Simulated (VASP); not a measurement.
# P (P4/mmm) in VASP: further runs

Runs on P. Level: PBEsol+D3(BJ). Tasks: single point.

Everything below comes from runs of VASP 6.6.1. Logs are shortened: lines on timing, memory, paths and dates and some standing lists are left out, and cuts for length are marked.

### 1 The cell of the first run

The structure is tetragonal, space group P4/mmm (No. 123). Conventional cell: a = 2.130 Å, b = 2.130 Å, c = 3.012 Å, α = 90.00°, β = 90.00°, γ = 90.00°. P (site symmetry 4/mmm) has 4 P at 2.13 Å within 2.8 Å.

### 2 Single point, PBEsol+D3(BJ)

Input file INCAR:

```
ALGO = Normal
EDIFF = 1E-7
ENCUT = 520
GGA = PS
ISIF = 2
ISMEAR = 0
IVDW = 12
LASPH = T
LCHARG = F
LREAL = F
LWAVE = F
NBANDS = 8
NELM = 60
PREC = Accurate
SIGMA = 0.15
```

Input file KPOINTS:

```
k-points
0
Gamma
  28 28 28
```

Input file POSCAR:

```
P
1.0
    2.1297835186      0.0000000000      0.0000000000
    0.0000000000      2.1297835186      0.0000000000
    0.0000000000      0.0000000000      3.0117250249
P
1
Direct
    0.0000000000      0.0000000000      0.0000000000
```

Potentials or basis: VASP PAW PBE potentials, release 64 (P).

Started as:

```console
$ cat potpaw_PBE.64/P/POTCAR > POTCAR
$ mpirun -np 1 vasp_std > vasp.out
```

OUTCAR:

```text
EDIFF = 1E-7
   ENCUT = 520
   GGA = PS
   ISIF = 2
   ISMEAR = 0
   IVDW = 12
   LASPH = T
   LREAL = F
   NELM = 60
   PREC = Accurate
 IVDW          = 12

 ion  position               nearest neighbor table
   1  0.000  0.000  0.000-

  LATTYP: Found a simple tetragonal cell.
 ALAT       =     2.1297835186
 C/A-ratio  =     1.4140991320

  Lattice vectors:

 A1 = (   2.1297835186,   0.0000000000,   0.0000000000)
 A2 = (   0.0000000000,   2.1297835186,   0.0000000000)
 A3 = (   0.0000000000,   0.0000000000,   3.0117250249)

Analysis of symmetry for initial positions (statically):
=====================================================================
 Subroutine PRICEL returns:
 Original cell was already a primitive cell.

 Routine SETGRP: Setting up the symmetry group for a
 simple tetragonal supercell.

 Subroutine GETGRP returns: Found 16 space group operations
 (whereof 16 operations were pure point group operations)
 out of a pool of 16 trial point group operations.

The static configuration has the point symmetry D_4h.

Analysis of symmetry for dynamics (positions and initial velocities):
=====================================================================
 Subroutine PRICEL returns:
 Original cell was already a primitive cell.

 Routine SETGRP: Setting up the symmetry group for a
 simple tetragonal supercell.

 Subroutine GETGRP returns: Found 16 space group operations
 (whereof 16 operations were pure point group operations)
 out of a pool of 16 trial point group operations.

The dynamic configuration has the point symmetry D_4h.

 Subroutine INISYM returns: Found 16 space group operations
 (whereof 16 operations are pure point group operations),
 and found     1 'primitive' translations

----------------------------------------------------------------------------------------

                                     Primitive cell

  volume of cell :      13.6611

  direct lattice vectors                    reciprocal lattice vectors
     2.129783519  0.000000000  0.000000000     0.469531289  0.000000000  0.000000000
     0.000000000  2.129783519  0.000000000     0.000000000  0.469531289  0.000000000
     0.000000000  0.000000000  3.011725025     0.000000000  0.000000000  0.332035625

  length of vectors
     2.129783519  2.129783519  3.011725025     0.469531289  0.469531289  0.332035625

  position of ions in fractional coordinates (direct lattice)
     0.000000000  0.000000000  0.000000000

  ion indices of the primitive-cell ions
   primitive index   ion index
                 1           1

----------------------------------------------------------------------------------------

 KPOINTS: k-points

Automatic generation of k-mesh.
 Grid dimensions read from file:
 generate k-points for:   28   28   28

 Generating k-lattice:

  Cartesian coordinates                     Fractional coordinates (reciprocal lattice)
     0.016768975  0.000000000  0.000000000     0.035714286  0.000000000  0.000000000
     0.000000000  0.016768975  0.000000000     0.000000000  0.035714286  0.000000000
     0.000000000  0.000000000  0.011858415     0.000000000  0.000000000  0.035714286

  Length of vectors
     0.016768975  0.016768975  0.011858415

  Shift w.r.t. Gamma in fractional coordinates (k-lattice)
     0.000000000  0.000000000  0.000000000

 Subroutine IBZKPT returns following result:
 ===========================================

 Found   1800 irreducible k-points:

 Following reciprocal coordinates:
            Coordinates               Weight
  0.000000  0.000000  0.000000      1.000000
  0.035714  0.000000  0.000000      4.000000
  0.071429  0.000000  0.000000      4.000000
  0.107143  0.000000  0.000000      4.000000
  0.142857  0.000000  0.000000      4.000000
  0.178571  0.000000  0.000000      4.000000
[... 16 lines left out ...]
  0.285714  0.035714  0.000000      8.000000
  0.321429  0.035714  0.000000      8.000000
 [... further k-points ...]
   k-points           NKPTS =   1800   k-points in BZ     NKDIM =   1800   number of bands    NBANDS=      8
   number of dos      NEDOS =    301   number of ions     NIONS =      1
   total plane-waves  NPLWV =   6144
   dimension x,y,z NGX =    16 NGY =   16 NGZ =   24
   dimension x,y,z NGXF=    32 NGYF=   32 NGZF=   48
   ions per type =               1
   NGX,Y,Z   is equivalent  to a cutoff of  12.49, 12.49, 13.25 a.u.
   NGXF,Y,Z  is equivalent  to a cutoff of  24.98, 24.98, 26.50 a.u.
 SYSTEM =  unknown system
   PREC   = accura    normal or accurate (medium, high low for compatibility)
   ISTART =      0    job   : 0-new  1-cont  2-samecut
   ICHARG =      2    charge: 1-file 2-atom 10-const
   ISPIN  =      1    spin polarized calculation?
   LNONCOLLINEAR =      F non collinear calculations
   LSORBIT =      F    spin-orbit coupling
   LASPH  =      T    aspherical Exc in radial PAW
   ENCUT  =  520.0 eV  38.22 Ry    6.18 a.u.   3.96  3.96  5.60*2*pi/ulx,y,z
   NELM   =     60;   NELMIN=  2; NELMDL= -5     # of ELM steps
   EDIFF  = 0.1E-06   stopping-criterion for ELM
   LREAL  =      F    real-space projection
   EDIFFG = 0.1E-05   stopping-criterion for IOM
   NSW    =      0    number of steps for IOM
   IBRION =     -1    ionic relax: 0-MD 1-quasi-New 2-CG
   NFREE  =      0    steps in history (QN), initial steepest desc. (CG)
   ISIF   =      2    stress and relaxation
   ISYM   =      2    0-nonsym 1-usesym 2-fastsym
   POTIM  = 0.5000    time-step for ionic-motion
   TEBEG  =    0.0;   TEEND  =   0.0 temperature during run
   PSTRESS=    0.0 pullay stress
   NELECT =       5.0000    total number of electrons
   NUPDOWN=      -1.0000    fix difference up-down
   EMIN   =  10.00;   EMAX   =-10.00  energy-range for DOS
   EFERMI =   0.00;   METHOD = LEGACY
   ISMEAR =     0;   SIGMA  =   0.15  broadening in eV -4-tet -1-fermi 0-gaus
   EFERMI_NEDOS =   21; number of points for ismear=-14 and -15
   IALGO  =     38    algorithm
   IMIX   =      4    mixing-type and parameters
     AMIX     =   0.40;   BMIX     =  1.00
     AMIX_MAG =   1.60;   BMIX_MAG =  1.00
  volume/ion in A,a.u.               =      13.66        92.19
  Fermi-wavevector in a.u.,A,eV,Ry     =   1.171034  2.212933 18.657942  1.371320
  Thomas-Fermi vector in A             =   2.307484
   LORBIT       =      0    0 simple, 1 ext, 2 COOP (PROOUT), +10 PAW based schemes
   GGA     = PS    functional components
   LHFCALC =     F    Hartree Fock is set to
   AEXX    =    0.0000 exact exchange contribution
   IVDW    =    12    specifies the selected vdW correction
   LEPSILON=     F    determine dielectric tensor
   LRPA    =     F    only Hartree local field effects (RPA)
 non-spin polarized calculation
 Gauss-broadening in eV      SIGMA  =   0.15
  energy-cutoff  :      520.00
  volume of cell :       13.66
 maximum number of plane-waves:       400
 NGX is ok and might be reduce to    16
   NGX =  7   NGY =  7   NGZ = 11

 number of electron       4.9999999 magnetization

 Free energy of the ion-electron system (eV)
  ---------------------------------------------------
  ext. energy  EPLUGINS =         0.00000000
  ---------------------------------------------------
  free energy    TOTEN  =        -5.16536583 eV

  energy without entropy =       -5.16155097  energy(sigma->0) =       -5.16345840

 E-fermi :  10.2749     XC(G=0): -11.4983

 val. band max:       10.2742558178   @ k =   0.3929   0.1786   0.1786
 cond. band min:      10.2753734535   @ k =   0.3929   0.3214   0.2857
 fundamental gap:      0.0011176356
 Fermi energy:        10.2749388607

 k-point     1 :       0.0000    0.0000    0.0000
  band No.  band energies     occupation
      1      -7.7247      2.00000
      2       7.6486      2.00000
      3      12.6304      0.00000
      4      18.7321      0.00000
      5      20.8073      0.00000
      6      20.8073      0.00000
      7      29.2553      0.00000
      8      34.7590      0.00000

 k-point     2 :       0.0357    0.0000    0.0000
  band No.  band energies     occupation
      1      -7.6849      2.00000
      2       7.6844      2.00000
      3      12.6599      0.00000
      4      18.0063      0.00000
      5      20.8392      0.00000
      6      21.4039      0.00000
      7      29.4510      0.00000
      8      34.1982      0.00000

 k-point     3 :       0.0714    0.0000    0.0000
  band No.  band energies     occupation
      1      -7.5656      2.00000
      2       7.7915      2.00000
      3      12.7401      0.00000
      4      16.6910      0.00000
      5      20.9347      0.00000
      6      22.3451      0.00000
      7      30.0245      0.00000
      8      32.8909      0.00000

 k-point     4 :       0.1071    0.0000    0.0000
  band No.  band energies     occupation
      1      -7.3669      2.00000
      2       7.9698      2.00000
      3      12.8227      0.00000
      4      15.3095      0.00000
      5      21.0938      0.00000
      6      23.1819      0.00000
      7      30.9165      0.00000
      8      31.3018      0.00000

 k-point     5 :       0.1429    0.0000    0.0000
  band No.  band energies     occupation
      1      -7.0892      2.00000
      2       8.2187      2.00000
      3      12.6369      0.00000
      4      14.2334      0.00000
      5      21.3164      0.00000
      6      23.8692      0.00000
      7      29.6376      0.00000
      8      31.9807      0.00000

 k-point     6 :       0.1786    0.0000    0.0000
  band No.  band energies     occupation
      1      -6.7329      2.00000
      2       8.5373      2.00000
      3      11.6338      0.00000
      4      14.0495      0.00000
      5      21.6020      0.00000
      6      24.4308      0.00000
      7      27.9797      0.00000
      8      32.8845      0.00000

 k-point     7 :       0.2143    0.0000    0.0000
  band No.  band energies     occupation
      1      -6.2987      2.00000
      2       8.9243      2.00000
      3      10.2490      1.19353
      4      14.3423      0.00000
      5      21.9500      0.00000
      6      24.8847      0.00000
      7      26.3645      0.00000
      8      33.0224      0.00000

 k-point     8 :       0.2500    0.0000    0.0000
  band No.  band energies     occupation
      1      -5.7872      2.00000
      2       8.8120      2.00000
      3       9.3774      2.00000
      4      14.7932      0.00000
      5      22.3595      0.00000
      6      24.8114      0.00000
      7      25.2131      0.00000
      8      32.3930      0.00000

 k-point     9 :       0.2857    0.0000    0.0000
  band No.  band energies     occupation
      1      -5.1994      2.00000
      2       7.3919      2.00000
      3       9.8929      1.99968
      4      15.3396      0.00000
      5      22.8284      0.00000
      6      23.3333      0.00000
      7      25.3483      0.00000
      8      31.6474      0.00000

 k-point    10 :       0.3214    0.0000    0.0000
  band No.  band energies     occupation
      1      -4.5364      2.00000
      2       6.0104      2.00000
      3      10.4645      0.07393
      4      15.9610      0.00000
      5      21.9418      0.00000
      6      23.3536      0.00000
      7      25.1914      0.00000
      8      31.1715      0.00000
[... 78 lines left out ...]
 k-point    18 :       0.1071    0.0357    0.0000
  band No.  band energies     occupation
      1      -7.3272      2.00000
      2       8.0055      2.00000
      3      12.8585      0.00000
      4      15.2181      0.00000
      5      20.4150      0.00000
      6      23.9521      0.00000
      7      31.0010      0.00000
      8      31.3339      0.00000

 k-point    19 :       0.1429    0.0357    0.0000
  band No.  band energies     occupation
      1      -7.0496      2.00000
      2       8.2544      2.00000
      3      12.6722      0.00000
      4      14.1895      0.00000
      5      20.6011      0.00000
      6      24.6637      0.00000
      7      29.6704      0.00000
      8      32.0254      0.00000

 k-point    20 :       0.1786    0.0357    0.0000
  band No.  band energies     occupation
      1      -6.6934      2.00000
      2       8.5729      2.00000
      3      11.6571      0.00000
      4      14.0408      0.00000
      5      20.8710      0.00000
      6      25.2361      0.00000
      7      28.0131      0.00000
      8      32.9110      0.00000

 k-point    21 :       0.2143    0.0357    0.0000
  band No.  band energies     occupation
      1      -6.2592      2.00000
      2       8.9599      2.00000
      3      10.2733      1.01228
      4      14.3446      0.00000
      5      21.2113      0.00000
      6      25.6862      0.00000
      7      26.3984      0.00000
      8      33.0574      0.00000

 k-point    22 :       0.2500    0.0357    0.0000
  band No.  band energies     occupation
      1      -5.7478      2.00000
      2       8.8398      2.00000
      3       9.4128      2.00000
      4      14.7984      0.00000
      5      21.6143      0.00000
      6      24.8456      0.00000
      7      25.9934      0.00000
      8      32.4498      0.00000

 k-point    23 :       0.2857    0.0357    0.0000
  band No.  band energies     occupation
      1      -5.1602      2.00000
      2       7.4225      2.00000
      3       9.9282      1.99892
      4      15.3447      0.00000
      5      22.0712      0.00000
      6      23.3679      0.00000
      7      26.0838      0.00000
      8      31.7459      0.00000

 k-point    24 :       0.3214    0.0357    0.0000
  band No.  band energies     occupation
      1      -4.4973      2.00000
      2       6.0431      2.00000
      3      10.4996      0.03414
      4      15.9641      0.00000
      5      21.9768      0.00000
      6      22.5653      0.00000
      7      25.8678      0.00000
      8      31.3184      0.00000

 [... further k-points ...]

------------------------ aborting loop because EDIFF is reached ----------------------------------------

 Edisp (eV)   -0.41774

 E8    (eV) :    -0.2485

  FORCE on cell =-STRESS in cart. coord.  units (eV):
  Direction    XX          YY          ZZ          XY          YZ          ZX
  --------------------------------------------------------------------------------------
  -------------------------------------------------------------------------------------
  Total       3.36582     3.36582    -0.32321     0.00000    -0.00000     0.00000
  in kB     394.74415   394.74415   -37.90595     0.00000    -0.00000     0.00000
  external pressure =      250.53 kB  Pullay stress =        0.00 kB

 VOLUME and BASIS-vectors are now :
 -----------------------------------------------------------------------------
  energy-cutoff  :      520.00
  volume of cell :       13.66
      direct lattice vectors                 reciprocal lattice vectors
     2.129783519  0.000000000  0.000000000     0.469531289  0.000000000  0.000000000
     0.000000000  2.129783519  0.000000000     0.000000000  0.469531289  0.000000000
     0.000000000  0.000000000  3.011725025     0.000000000  0.000000000  0.332035625

 POSITION                                       TOTAL-FORCE (eV/Angst)
 -----------------------------------------------------------------------------------
      0.00000      0.00000      0.00000         0.000000      0.000000      0.000000
 -----------------------------------------------------------------------------------
    total drift:                                0.000000     -0.000000      0.000000

  FREE ENERGIE OF THE ION-ELECTRON SYSTEM (eV)
  ---------------------------------------------------
  free  energy   TOTEN  =        -5.5831096996 eV

  energy  without entropy=       -5.5792948332  energy(sigma->0) =       -5.58120227
```

Wall time 1.8 min (1 thread of AMD EPYC 7R43 (Zen 3), shared host); peak memory 0.24 GiB.

What came out:

```
Free energy                : -5.5831 eV
Pressure                   : 25.1 GPa
Dispersion energy per atom : -0.418 eV
```

Stress tensor (GPa, compression positive):
```
39.47  0.00  0.00
 0.00 39.47  0.00
 0.00  0.00 -3.79
```

Levels at points of the mesh, in eV from the Fermi level:
```tsv
k point	band 1	band 2	band 3	band 4	band 5	band 6
(0.00, 0.00, 0.00)	-18.00	-2.63	2.36	8.46	10.53	10.53
(0.50, 0.00, 0.00)	-10.77	-9.97	2.75	7.23	8.69	11.90
(0.50, 0.50, 0.00)	-4.68	-4.68	-1.94	0.53	7.90	11.96
(0.00, 0.00, 0.50)	-16.68	-8.98	8.93	11.27	11.27	14.76
(0.50, 0.00, 0.50)	-9.31	-9.01	-2.93	0.93	16.28	17.06
(0.50, 0.50, 0.50)	-3.90	-3.90	0.42	1.57	2.81	6.78
```

Caveat: the PAW data sets were made with another functional, which shifts forces and pressure a little; pairwise dispersion overbinds metals, which lowers pressure and volume.

(Continued in part 2 of 2.)
